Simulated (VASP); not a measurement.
A run of VASP 6.6.1 is set up as follows.

File INCAR:

```
SYSTEM = InCu2
PREC = Accurate
ENCUT = 520
EDIFF = 1E-7
ISMEAR = -1
SIGMA = 0.05
LREAL = .FALSE.
LASPH = .TRUE.
NELM = 100
ALGO = Normal
ISIF = 2
LWAVE = .FALSE.
LCHARG = .FALSE.
GGA = CA
NBANDS = 44
```

The input KPOINTS:

```
Automatic mesh
0
G
  9 9 6
  0 0 0
```

File POSCAR:

```
InCu2
1.0
    4.3283297740      0.0000000000      0.0000000000
   -2.1641648870      3.7484435402      0.0000000000
    0.0000000000      0.0000000000      5.2140339691
In Cu
2 4
Direct
    0.3333333333      0.6666666667      0.7500000000
    0.6666666667      0.3333333333      0.2500000000
    0.3333333333      0.6666666667      0.2500000000
    0.6666666667      0.3333333333      0.7500000000
    0.0000000000      0.0000000000      0.0000000000
    0.0000000000      0.0000000000      0.5000000000
```

Potentials or basis: VASP PAW LDA potentials, release 64 (In_d, Cu).

The run is started by

```bash
$ cat potpaw_LDA.64/In_d/POTCAR potpaw_LDA.64/Cu/POTCAR > POTCAR
$ mpirun -np 1 vasp_std > vasp.out
```

Q: Predict the band gap on the k mesh.

A: Zero (bands 35 and 36 overlap by 5.09 eV).

Q: Predict the pressure.

A: 0.6 GPa.

Caveat: spin-orbit coupling is left out, which moves the levels of the heavy elements.
